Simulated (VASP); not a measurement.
Wanted: the native input for a VASP 6.6.1 run.

```
Task                   : single point
Functional             : PBE
Potentials or basis    : VASP PAW PBE potentials, release 64 (Pd)
Cutoff                 : 520 eV
k mesh                 : 16 × 16 × 16
Occupations            : fermi-dirac, width 0.1 eV
Spin                   : no spin polarisation
Dipole correction      : no
Further INCAR settings : ALGO = Normal; EDIFF = 1e-07; NBANDS = 11
```

The structure of Pd lies in POSCAR:

```
Pd
1.0
    0.0000000000      1.8907651607      1.8907651607
    1.8907651607      0.0000000000      1.8907651607
    1.8907651607      1.8907651607      0.0000000000
Pd
1
Direct
    0.0000000000      0.0000000000      0.0000000000
```

This cell differs from its parent crystal: volume scaled by 0.88.

The input as run:

INCAR

```
PREC = Accurate
ENCUT = 520
EDIFF = 1E-7
ISMEAR = -1
SIGMA = 0.1
LREAL = F
LASPH = T
NELM = 100
ALGO = Normal
ISIF = 2
LWAVE = F
LCHARG = F
GGA = PE
NBANDS = 11
```

KPOINTS

```
Automatic mesh
0
Gamma
  16 16 16
```

Potentials or basis: VASP PAW PBE potentials, release 64 (Pd).

Launch:

```console
$ cat potpaw_PBE.64/Pd/POTCAR > POTCAR
$ mpirun -np 1 vasp_std > vasp.out
```

Results of the run:

* Pressure: 29.7 GPa
* Band gap on the k mesh: zero (band 5 reaches 11.70 eV, above the bottom of band 6 at 9.85 eV)

Wall time 10 s on 1 thread of Intel(R) Xeon(R) 6975P-C (Granite Rapids) (shared host), peak memory 0.14 GiB.
